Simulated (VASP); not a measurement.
Write the native input for VASP 6.6.1 that does the following.

```
Task                   : single point
Functional             : PBE
Potentials or basis    : VASP PAW PBE potentials, release 64 (Si, C)
Cutoff                 : 600 eV
k mesh                 : 10 × 10 × 3
Occupations            : gaussian, width 0.05 eV
Spin                   : no spin polarisation
Dipole correction      : no
Further INCAR settings : ALGO = Normal; EDIFF = 1e-06; NBANDS = 26
```

The structure of SiC lies in POSCAR:

```
SiC
1.0
   -3.0759982064      0.0000000000      0.0000000000
   -1.5379991032     -2.6638925888      0.0000000000
    0.0000000000      0.0000000000     10.8460000000
Si C
4 4
Direct
    0.3333333333      0.3333333333      0.6085432417
    0.3333333333      0.3333333333      0.1431182003
    0.6666666667      0.6666666667      0.8412557625
    0.6666666667      0.6666666667      0.3758307210
    0.3333333333      0.3333333333      0.7877318827
    0.3333333333      0.3333333333      0.3223068412
    0.6666666667      0.6666666667      0.0895943205
    0.6666666667      0.6666666667      0.5550193620
```

The input as run:

INCAR

```
PREC     = Accurate       # precision mode
ENCUT    = 600            # plane-wave cutoff, eV
EDIFF    = 1E-6           # SCF threshold, eV
ISMEAR   = 0              # smearing method
SIGMA    = 0.05           # smearing width, eV
LREAL    = False          # projectors in reciprocal space
LASPH    = True           # aspherical terms in the spheres
NELM     = 120            # most SCF steps
ALGO     = Normal         # electronic algorithm
ISIF     = 2              # what is computed and relaxed
LWAVE    = False          # write WAVECAR
LCHARG   = False          # write CHGCAR
GGA      = PE             # functional
NBANDS   = 26             # bands
GGA_COMPAT= False
```

KPOINTS

```
regular mesh
0
Gamma
  10 10 3
```

Potentials or basis: VASP PAW PBE potentials, release 64 (Si, C).

Launch:

```sh
$ cat potpaw_PBE.64/Si/POTCAR potpaw_PBE.64/C/POTCAR > POTCAR
$ mpirun -np 1 vasp_std > vasp.out
```

It gave:

```json
{
 "Pressure": "-1.0 GPa",
 "Largest force": "2.258 eV/Å",
 "Band gap on the k mesh": "1.59 eV, indirect (least direct gap 2.74 eV)"
}
```

Caveat: forces of over 1 eV/Å act on the atoms, so gaps and moduli don't describe the material at rest.

Wall time 77 s on 1 thread of AMD EPYC 9R45 96-Core Processor (Zen 5) (shared host), peak memory 0.24 GiB.
